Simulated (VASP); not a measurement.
Input of a VASP 6.6.1 run:

POSCAR

```
SnSe
1.0
    0.0000000000      3.0626750000      3.0100000000
    3.0100000000      0.0000000000      3.0100000000
    3.0100000000      3.0626750000      0.0000000000
Sn Se
1 1
Direct
    0.0000000000      0.0000000000      0.0000000000
    0.5000000000      0.5000000000      0.5000000000
```

The input INCAR.step1:

```
PREC = Accurate
ENCUT = 520
ISMEAR = 0
SIGMA = 0.05
LREAL = F
LASPH = T
NELM = 60
NBANDS = 17
GGA = PE
ALGO = Normal
EDIFF = 1E-4
LWAVE = T
LCHARG = F
```

The input INCAR.step2:

```
PREC = Accurate
ENCUT = 520
EDIFF = 1E-7
ISMEAR = 0
SIGMA = 0.05
LREAL = F
LASPH = T
NELM = 60
ALGO = Normal
ISIF = 2
LWAVE = F
LCHARG = F
METAGGA = R2SCAN
LMIXTAU = T
NBANDS = 17
ISTART = 1
```

File KPOINTS:

```
regular mesh
0
Gamma
  10 10 10
```

Potentials or basis: VASP PAW PBE potentials, release 64 (Sn_d, Se).

Run with:

```sh
$ cat potpaw_PBE.64/Sn_d/POTCAR potpaw_PBE.64/Se/POTCAR > POTCAR
$ cp INCAR.step1 INCAR
$ mpirun -np 1 vasp_std > vasp.out
$ cp INCAR.step2 INCAR
$ mpirun -np 1 vasp_std > vasp.out
```

Problem. Estimate the pressure.

Solution. -0.9 GPa.

Problem. Predict the band gap on the k mesh.

Solution. 0.39 eV, direct.

Stress tensor (GPa, compression positive):
```
-0.25  0.00  0.00
 0.00 -2.15  0.00
 0.00  0.00 -0.25
```

Caveat: the cell differs from its parent crystal (strain +0.0175 x Voigt [0, 1, 0, 0, 0, 0]); the PAW data sets were made with another functional, which shifts forces and pressure a little; spin-orbit coupling is left out, which moves the levels of the heavy elements. A k mesh can miss the band edges.
